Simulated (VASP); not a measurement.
# YbFe3 (Pm-3m) in VASP: notebook

Runs on YbFe3. Level: PBE. Tasks: single point.

Program: VASP 6.6.1. These are calculated values, not measurements. Logs are shortened: lines on timing, memory, paths and dates and some standing lists are left out, and cuts for length are marked.

## Step 1: The cell of the first run

The structure is cubic, space group Pm-3m (No. 221). Conventional cell: a = 3.862 Å, b = 3.862 Å, c = 3.862 Å, α = 90.00°, β = 90.00°, γ = 90.00°. Yb (site symmetry m-3m) has 12 Fe at 2.73 Å within 3.6 Å. Within 3.6 Å of Fe (site symmetry 4/mmm) lie 4 Yb at 2.73 Å and 8 Fe at 2.73 Å.

## Step 2: Single point, PBE, collinear spin, ferromagnetic start (14.40 Å³/atom)

Contents of INCAR:

```
SYSTEM = YbFe3
  PREC = Accurate
  ENCUT = 520
  EDIFF = 1E-6
  ISMEAR = 0
  SIGMA = 0.05
  LREAL = .False.
  LASPH = .True.
  NELM = 150
  ALGO = Normal
  ISIF = 2
  LWAVE = .False.
  LCHARG = .True.
  ISPIN = 2
  MAGMOM = 0 2.69 2.69 2.69
  LORBIT = 11
  LMAXMIX = 6
  GGA = PE
  LELF = .True.
  LVHAR = .True.
  NBANDS = 36
```

Contents of KPOINTS:

```
regular mesh
0
Gamma
  8 8 8
  0 0 0
```

Contents of POSCAR:

```
YbFe3
1.0
    3.8622898211      0.0000000000      0.0000000000
    0.0000000000      3.8622898211      0.0000000000
    0.0000000000      0.0000000000      3.8622898211
Yb Fe
1 3
Direct
    0.0000000000      0.0000000000      0.0000000000
    0.0000000000      0.5000000000      0.5000000000
    0.5000000000      0.5000000000      0.0000000000
    0.5000000000      0.0000000000      0.5000000000
```

Potentials or basis: VASP PAW PBE potentials, release 64 (Yb, Fe).

On the command line:

```bash
$ cat potpaw_PBE.64/Yb/POTCAR potpaw_PBE.64/Fe/POTCAR > POTCAR
$ mpirun -np 1 vasp_std > vasp.out
```

OUTCAR:

```text
SYSTEM = YbFe3
   PREC = Accurate
   ENCUT = 520
   EDIFF = 1E-6
   ISMEAR = 0
   LREAL = .False.
   LASPH = .True.
   NELM = 150
   ISIF = 2
   ISPIN = 2
   LORBIT = 11
   GGA = PE

 ion  position               nearest neighbor table
   1  0.000  0.000  0.000-   2 2.73   3 2.73   4 2.73   2 2.73   4 2.73   2 2.73   3 2.73   2 2.73
                             3 2.73   4 2.73   4 2.73   3 2.73
   2  0.000  0.500  0.500-   1 2.73   3 2.73   4 2.73   1 2.73   3 2.73   1 2.73   4 2.73   1 2.73
                             3 2.73   4 2.73   3 2.73   4 2.73
   3  0.500  0.500  0.000-   1 2.73   2 2.73   4 2.73   2 2.73   4 2.73   1 2.73   4 2.73   4 2.73
                             1 2.73   2 2.73   2 2.73   1 2.73
   4  0.500  0.000  0.500-   1 2.73   2 2.73   3 2.73   1 2.73   3 2.73   2 2.73   3 2.73   3 2.73
                             1 2.73   2 2.73   1 2.73   2 2.73

  LATTYP: Found a simple cubic cell.
 ALAT       =     3.8622898211

  Lattice vectors:

 A1 = (   3.8622898211,   0.0000000000,   0.0000000000)
 A2 = (   0.0000000000,   3.8622898211,   0.0000000000)
 A3 = (   0.0000000000,   0.0000000000,   3.8622898211)

Analysis of symmetry for initial positions (statically):
=====================================================================
 Subroutine PRICEL returns:
 Original cell was already a primitive cell.

 Routine SETGRP: Setting up the symmetry group for a
 simple cubic supercell.

 Subroutine GETGRP returns: Found 48 space group operations
 (whereof 48 operations were pure point group operations)
 out of a pool of 48 trial point group operations.

The static configuration has the point symmetry O_h .

Analysis of symmetry for dynamics (positions and initial velocities):
=====================================================================
 Subroutine PRICEL returns:
 Original cell was already a primitive cell.

 Routine SETGRP: Setting up the symmetry group for a
 simple cubic supercell.

 Subroutine GETGRP returns: Found 48 space group operations
 (whereof 48 operations were pure point group operations)
 out of a pool of 48 trial point group operations.

The dynamic configuration has the point symmetry O_h .

Analysis of structural, dynamic, and magnetic symmetry:
=====================================================================
 Subroutine PRICEL returns:
 Original cell was already a primitive cell.

 Routine SETGRP: Setting up the symmetry group for a
 simple cubic supercell.

 Subroutine GETGRP returns: Found 48 space group operations
 (whereof 48 operations were pure point group operations)
 out of a pool of 48 trial point group operations.

The overall configuration has the point symmetry O_h .

 Subroutine INISYM returns: Found 48 space group operations
 (whereof 48 operations are pure point group operations),
 and found     1 'primitive' translations

----------------------------------------------------------------------------------------

                                     Primitive cell

  volume of cell :      57.6149

  direct lattice vectors                    reciprocal lattice vectors
     3.862289821  0.000000000  0.000000000     0.258913765  0.000000000  0.000000000
     0.000000000  3.862289821  0.000000000     0.000000000  0.258913765  0.000000000
     0.000000000  0.000000000  3.862289821     0.000000000  0.000000000  0.258913765

  length of vectors
     3.862289821  3.862289821  3.862289821     0.258913765  0.258913765  0.258913765

  position of ions in fractional coordinates (direct lattice)
     0.000000000  0.000000000  0.000000000
     0.000000000  0.500000000  0.500000000
     0.500000000  0.500000000  0.000000000
     0.500000000  0.000000000  0.500000000

  ion indices of the primitive-cell ions
   primitive index   ion index
                 1           1
                 2           2
                 3           3
                 4           4

----------------------------------------------------------------------------------------

 KPOINTS: regular mesh

Automatic generation of k-mesh.
 Grid dimensions read from file:
 generate k-points for:    8    8    8

 Generating k-lattice:

  Cartesian coordinates                     Fractional coordinates (reciprocal lattice)
     0.032364221  0.000000000  0.000000000     0.125000000  0.000000000  0.000000000
     0.000000000  0.032364221  0.000000000     0.000000000  0.125000000  0.000000000
     0.000000000  0.000000000  0.032364221     0.000000000  0.000000000  0.125000000

  Length of vectors
     0.032364221  0.032364221  0.032364221

  Shift w.r.t. Gamma in fractional coordinates (k-lattice)
     0.000000000  0.000000000  0.000000000

 Subroutine IBZKPT returns following result:
 ===========================================

 Found     35 irreducible k-points:

 Following reciprocal coordinates:
            Coordinates               Weight
  0.000000  0.000000  0.000000      1.000000
  0.125000  0.000000  0.000000      6.000000
[... 64 lines left out ...]
  ---------------------------------------------------
  free energy    TOTEN  =       -26.72571322 eV

  energy without entropy =      -26.71940285  energy(sigma->0) =      -26.72255804

 E-fermi :   4.5140     XC(G=0): -12.5131

 val. band max:        4.4999313609   @ k =   0.5000   0.5000   0.5000
 cond. band min:       4.5160897482   @ k =   0.5000   0.3750   0.2500
 fundamental gap:      0.0161583873
 Fermi energy:         4.5140045788

 spin component 1

 k-point     1 :       0.0000    0.0000    0.0000
  band No.  band energies     occupation
      1     -46.5998      1.00000
      2     -18.7939      1.00000
      3     -18.7939      1.00000
      4     -18.7939      1.00000
      5      -2.8902      1.00000
      6       0.1520      1.00000
[... 28 lines left out ...]
     35      11.4608      0.00000
     36      14.0459      0.00000

 k-point     2 :       0.1250    0.0000    0.0000
  band No.  band energies     occupation
      1     -46.5991      1.00000
      2     -18.8212      1.00000
      3     -18.7947      1.00000
      4     -18.7947      1.00000
      5      -2.6807      1.00000
      6       0.2417      1.00000
[... 28 lines left out ...]
     35      11.4279      0.00000
     36      14.4781      0.00000
[... 817 lines left out ...]
     35      11.7793      0.00000
     36      14.8129      0.00000

 k-point    24 :       0.5000    0.3750    0.1250
  band No.  band energies     occupation
      1     -46.5922      1.00000
      2     -18.9413      1.00000
      3     -18.9168      1.00000
      4     -18.8182      1.00000
      5       0.5210      1.00000
      6       0.8225      1.00000
[... 28 lines left out ...]
     35      11.7348      0.00000
     36      14.8121      0.00000

 [... further k-points ...]

 spin component 2

 k-point     1 :       0.0000    0.0000    0.0000
  band No.  band energies     occupation
      1     -46.4586      1.00000
      2     -18.7615      1.00000
      3     -18.7615      1.00000
      4     -18.7615      1.00000
      5      -2.7354      1.00000
      6       1.2937      1.00000
[... 28 lines left out ...]
     35      11.9833      0.00000
     36      15.1227      0.00000

 k-point     2 :       0.1250    0.0000    0.0000
  band No.  band energies     occupation
      1     -46.4579      1.00000
      2     -18.7894      1.00000
      3     -18.7621      1.00000
      4     -18.7621      1.00000
      5      -2.5237      1.00000
      6       1.3949      1.00000
[... 28 lines left out ...]
     35      11.9406      0.00000
     36      15.3093      0.00000
[... 817 lines left out ...]
     35      12.2622      0.00000
     36      15.2821      0.00000

 k-point    24 :       0.5000    0.3750    0.1250
  band No.  band energies     occupation
      1     -46.4507      1.00000
      2     -18.9135      1.00000
      3     -18.8881      1.00000
      4     -18.7848      1.00000
      5       0.9863      1.00000
      6       1.4780      1.00000
[... 28 lines left out ...]
     35      12.1578      0.00000
     36      15.3493      0.00000

 [... further k-points ...]

------------------------ aborting loop because EDIFF is reached ----------------------------------------

  FORCE on cell =-STRESS in cart. coord.  units (eV):
  Direction    XX          YY          ZZ          XY          YZ          ZX
  --------------------------------------------------------------------------------------
  -------------------------------------------------------------------------------------
  Total        1.8655794      1.8655794      1.8655794     -0.0000000      0.0000000     -0.0000000
  in kB       51.8787784     51.8787784     51.8787784     -0.0000000      0.0000000     -0.0000000
  external PRESSURE =      51.8787784 kB  Pullay stress =       0.0000000 kB

 VOLUME and BASIS-vectors are now :
 -----------------------------------------------------------------------------
  energy-cutoff  :      520.00
  volume of cell :       57.61
      direct lattice vectors                 reciprocal lattice vectors
     3.862289821  0.000000000  0.000000000     0.258913765  0.000000000  0.000000000
     0.000000000  3.862289821  0.000000000     0.000000000  0.258913765  0.000000000
     0.000000000  0.000000000  3.862289821     0.000000000  0.000000000  0.258913765

 POSITION                                       TOTAL-FORCE (eV/Angst)
 -----------------------------------------------------------------------------------
      0.00000      0.00000      0.00000         0.000000      0.000000      0.000000
      0.00000      1.93114      1.93114         0.000000      0.000000      0.000000
      1.93114      1.93114      0.00000         0.000000      0.000000      0.000000
      1.93114      0.00000      1.93114         0.000000      0.000000      0.000000
 -----------------------------------------------------------------------------------
    total drift:                                0.000000      0.000000     -0.000000

  FREE ENERGIE OF THE ION-ELECTRON SYSTEM (eV)
  ---------------------------------------------------
  free  energy   TOTEN  =       -26.7257132237 eV

  energy  without entropy=      -26.7194028508  energy(sigma->0) =      -26.72255804

 total charge

# of ion       s       p       d       f       tot
--------------------------------------------------
    1        2.256   6.156   0.764  13.388  22.564
    2        0.467   0.390   6.222   0.000   7.078
    3        0.467   0.390   6.222   0.000   7.078
    4        0.467   0.390   6.222   0.000   7.078
--------------------------------------------------
tot          3.655   7.326  19.429  13.388  43.798

 magnetization (x)

# of ion       s       p       d       f       tot
--------------------------------------------------
    1       -0.015  -0.048  -0.122   0.476   0.292
    2       -0.007  -0.021   2.428   0.000   2.400
    3       -0.007  -0.021   2.428   0.000   2.400
    4       -0.007  -0.021   2.428   0.000   2.400
--------------------------------------------------
tot         -0.035  -0.112   7.162   0.476   7.491
```

Wall time 3.3 min (1 thread of Intel Xeon 6975P-C (Granite Rapids), shared host); peak memory 0.28 GiB.

Results:

```yaml
Free_energy: -26.7257 eV
Pressure: 5.2 GPa
Net_moment: 7.44 μB per cell
Site_moments: Yb +0.29; Fe +2.40 μB
Valence_electrons_inside_the_program's_atomic_spheres: Yb 22.56; Fe 7.08
```

Caveat: the cell stands under pressure; spin-orbit coupling is left out, which moves the levels of the heavy elements.

## Step 3: Single point, PBE, collinear spin, ferromagnetic start (14.70 Å³/atom)

This run uses another cell than the first one, of 14.70 Å³/atom.

Contents of INCAR:

```
SYSTEM = YbFe3
PREC = Accurate
ENCUT = 520
EDIFF = 1E-6
ISMEAR = 0
SIGMA = 0.05
LREAL = .FALSE.
LASPH = .TRUE.
NELM = 150
ALGO = Normal
ISIF = 2
LWAVE = .FALSE.
LCHARG = .TRUE.
ISPIN = 2
MAGMOM = 0 2.71 2.71 2.71
LORBIT = 11
LMAXMIX = 6
GGA = PE
LELF = .TRUE.
LVHAR = .TRUE.
NBANDS = 36
```

Contents of KPOINTS:

```
Automatic mesh
0
G
  8 8 8
  0 0 0
```

Contents of POSCAR:

```
YbFe3
1.0
    3.8889271443      0.0000000000      0.0000000000
    0.0000000000      3.8889271443      0.0000000000
    0.0000000000      0.0000000000      3.8889271443
Yb Fe
1 3
Direct
    0.0000000000      0.0000000000      0.0000000000
    0.0000000000      0.5000000000      0.5000000000
    0.5000000000      0.5000000000      0.0000000000
    0.5000000000      0.0000000000      0.5000000000
```

Potentials or basis: VASP PAW PBE potentials, release 64 (Yb, Fe).

On the command line:

```bash
$ cat potpaw_PBE.64/Yb/POTCAR potpaw_PBE.64/Fe/POTCAR > POTCAR
$ mpirun -np 1 vasp_std > vasp.out
```

Wall time 3.5 min (1 thread of Intel Xeon 6975P-C (Granite Rapids), shared host); peak memory 0.28 GiB.

The run converged. Its results:

```
Free energy                                           : -26.7535 eV
Pressure                                              : 2.4 GPa
Net moment                                            : 7.45 μB per cell
Site moments                                          : Yb +0.28; Fe +2.42 μB
Valence electrons inside the program's atomic spheres : Yb 22.53; Fe 7.05
```

Levels at points of the mesh, in eV from the Fermi level:
Spin up:
| k point | band 24 | band 25 | band 26 | band 27 | band 28 | band 29 | band 30 | band 31 | band 32 | band 33 |
| --- | --- | --- | --- | --- | --- | --- | --- | --- | --- | --- |
| (0.00, 0.00, 0.00) | -0.76 | -0.57 | -0.57 | -0.57 | 3.05 | 3.05 | 3.05 | 3.16 | 3.16 | 6.84 |
| (0.50, 0.00, 0.00) | -0.70 | -0.70 | -0.68 | -0.68 | -0.57 | 2.33 | 2.33 | 2.70 | 5.91 | 6.63 |
| (0.50, 0.50, 0.00) | -0.76 | -0.73 | -0.73 | -0.67 | -0.56 | 1.07 | 1.07 | 3.49 | 3.49 | 6.44 |
| (0.50, 0.50, 0.50) | -0.81 | -0.81 | -0.81 | -0.01 | 1.47 | 1.47 | 1.47 | 1.92 | 1.92 | 1.92 |
Spin down:
| k point | band 19 | band 20 | band 21 | band 22 | band 23 | band 24 |
| --- | --- | --- | --- | --- | --- | --- |
| (0.00, 0.00, 0.00) | 0.10 | 0.10 | 0.10 | 1.42 | 1.42 | 1.65 |
| (0.50, 0.00, 0.00) | -0.26 | -0.20 | -0.20 | 0.50 | 0.73 | 0.77 |
| (0.50, 0.50, 0.00) | -0.16 | -0.10 | -0.08 | -0.08 | -0.08 | 0.40 |
| (0.50, 0.50, 0.50) | 0.23 | 0.38 | 0.38 | 0.38 | 0.40 | 0.40 |

Caveat: spin-orbit coupling is left out, which moves the levels of the heavy elements. The state reached can hang on the start; a lower one may exist.

## Step 4: Single point, PBE, collinear spin, ferromagnetic start (15.00 Å³/atom)

This run uses another cell than the first one, of 15.00 Å³/atom.

Contents of INCAR:

```
PREC = Accurate
ENCUT = 520
EDIFF = 1E-6
ISMEAR = 0
SIGMA = 0.05
LREAL = F
LASPH = T
NELM = 150
ALGO = Normal
ISIF = 2
LWAVE = F
LCHARG = F
ISPIN = 2
MAGMOM = 0 2.71 2.71 2.71
LORBIT = 11
LMAXMIX = 6
GGA = PE
NBANDS = 36
```

Contents of KPOINTS:

```
regular mesh
0
Gamma
  8 8 8
```

Contents of POSCAR:

```
YbFe3
1.0
    3.9152044762      0.0000000000      0.0000000000
    0.0000000000      3.9152044762      0.0000000000
    0.0000000000      0.0000000000      3.9152044762
Yb Fe
1 3
Direct
    0.0000000000      0.0000000000      0.0000000000
    0.0000000000      0.5000000000      0.5000000000
    0.5000000000      0.5000000000      0.0000000000
    0.5000000000      0.0000000000      0.5000000000
```

On the command line:

```bash
$ cat potpaw_PBE.64/Yb/POTCAR potpaw_PBE.64/Fe/POTCAR > POTCAR
$ mpirun -np 1 vasp_std > vasp.out
```

Wall time 4 min (1 thread of Intel Xeon 6975P-C (Granite Rapids), shared host); peak memory 0.29 GiB.

The run converged. Its results:

| Quantity | Value |
| --- | --- |
| Free energy | -26.7631 eV |
| Pressure | 0.8 GPa |
| Net moment | 7.45 μB per cell |
| Site moments | Yb +0.26; Fe +2.43 μB |
| Valence electrons inside the program's atomic spheres | Yb 22.49; Fe 7.02 |

Levels at points of the mesh, in eV from the Fermi level:
Spin up:
| k point | band 25 | band 26 | band 27 | band 28 | band 29 | band 30 | band 31 | band 32 |
| --- | --- | --- | --- | --- | --- | --- | --- | --- |
| (0.00, 0.00, 0.00) | -0.62 | -0.62 | -0.62 | 2.98 | 2.98 | 2.98 | 3.08 | 3.08 |
| (0.50, 0.00, 0.00) | -0.67 | -0.67 | -0.67 | -0.62 | 2.31 | 2.31 | 2.66 | 5.84 |
| (0.50, 0.50, 0.00) | -0.71 | -0.71 | -0.65 | -0.56 | 0.98 | 0.98 | 3.44 | 3.44 |
| (0.50, 0.50, 0.50) | -0.80 | -0.80 | -0.01 | 1.40 | 1.40 | 1.40 | 1.84 | 1.84 |
Spin down:
| k point | band 17 | band 18 | band 19 | band 20 | band 21 | band 22 | band 23 | band 24 | band 25 | band 26 |
| --- | --- | --- | --- | --- | --- | --- | --- | --- | --- | --- |
| (0.00, 0.00, 0.00) | -0.45 | -0.45 | 0.11 | 0.11 | 0.11 | 1.40 | 1.40 | 1.62 | 1.69 | 1.69 |
| (0.50, 0.00, 0.00) | -0.55 | -0.44 | -0.25 | -0.20 | -0.20 | 0.49 | 0.73 | 0.76 | 0.76 | 0.88 |
| (0.50, 0.50, 0.00) | -0.46 | -0.17 | -0.16 | -0.08 | -0.08 | -0.07 | -0.06 | 0.41 | 0.79 | 0.84 |
| (0.50, 0.50, 0.50) | -0.27 | -0.27 | 0.22 | 0.39 | 0.39 | 0.39 | 0.40 | 0.40 | 1.43 | 1.43 |

Caveat: spin-orbit coupling is left out, which moves the levels of the heavy elements.

## Step 5: Summary

| cell | gap on the mesh (eV) | pressure (GPa) | moment (μB) |
| --- | --- | --- | --- |
| a = 3.862 Å, 4 atoms | none | 5.2 | 7.44 |
| a = 3.889 Å, 4 atoms | none | 2.4 | 7.45 |
| a = 3.915 Å, 4 atoms | none | 0.8 | 7.45 |

Alike in all rows: task single point; level PBE; potentials or basis VASP PAW PBE potentials, release 64 (Yb, Fe); spin collinear, ferromagnetic start; k mesh 8 × 8 × 8; cutoff (eV) 520; smearing gaussian 0.05 eV.

Caveats: spin-orbit coupling is left out, which moves the levels of the heavy elements; the cell stands under pressure (at least some runs).

Total energies depend on the potentials used, so only differences within one code and one set of settings carry meaning.
